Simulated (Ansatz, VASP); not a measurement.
## Cu: VASP beside Ansatz

INCAR

```
SYSTEM = Cu
PREC = Accurate ; ENCUT = 520
EDIFF = 1E-7 ; ISMEAR = 0
SIGMA = 0.15 ; LREAL = .FALSE.
LASPH = .TRUE. ; NELM = 60
ALGO = Fast ; ISIF = 2
LWAVE = .FALSE. ; LCHARG = .FALSE.
GGA = PE ; NBANDS = 12
```

KPOINTS

```
regular mesh
0
G
  32 32 32
  0 0 0
```

The input POSCAR:

```
Cu
1.0
   -1.4517272058      1.4517272058      1.4251669725
    1.4517272058     -1.4517272058      1.4251669725
    1.4517272058      1.4517272058     -1.4251669725
Cu
1
Direct
    0.0000000000      0.0000000000      0.0000000000
```

Input for Ansatz:

```yaml
crystal:
  lattice:
    - [-1.4517272058, 1.4517272058, 1.4251669725]
    - [1.4517272058, -1.4517272058, 1.4251669725]
    - [1.4517272058, 1.4517272058, -1.4251669725]
  atoms:
    - { symbol: Cu, position: [0.0, 0.0, 0.0] }
basis:
  ecutwfc: 420
kpoints:
  mp_grid: { grid: [32, 32, 32] }
hamiltonian:
  xc: pbe
scf:
  occupations: { method: gaussian, width: 0.15 }
output:
  forces: true
  stress: true
  eigenvalues: true
```

Alike in both runs: task single point; functional PBE; k mesh 32 × 32 × 32; occupations gaussian, width 0.15 eV; no spin polarisation.

|  | VASP | Ansatz |
| --- | --- | --- |
| version | VASP 6.6.1 | Ansatz 0.2.0 |
| potentials or method | VASP PAW PBE potentials, release 64 (Cu), cutoff 520 eV | scalar-relativistic, plane waves, PAW |
| valence electrons in the cell | 11 | 19 |

```csv
,VASP,Ansatz,Ansatz less VASP
gap on the k mesh at the Fermi level (eV),none,none,-
pressure (GPa),0.7,-0.1,-0.77
"traceless stress, the component that is largest in VASP (GPa)",-0.09,-0.10,-0.014
```

A gap of «none» marks a metal or a gap that the smearing closes. VASP's potentials hold 11 valence electrons a cell and Ansatz's 19, so a difference there can come from the potentials and not from the codes.
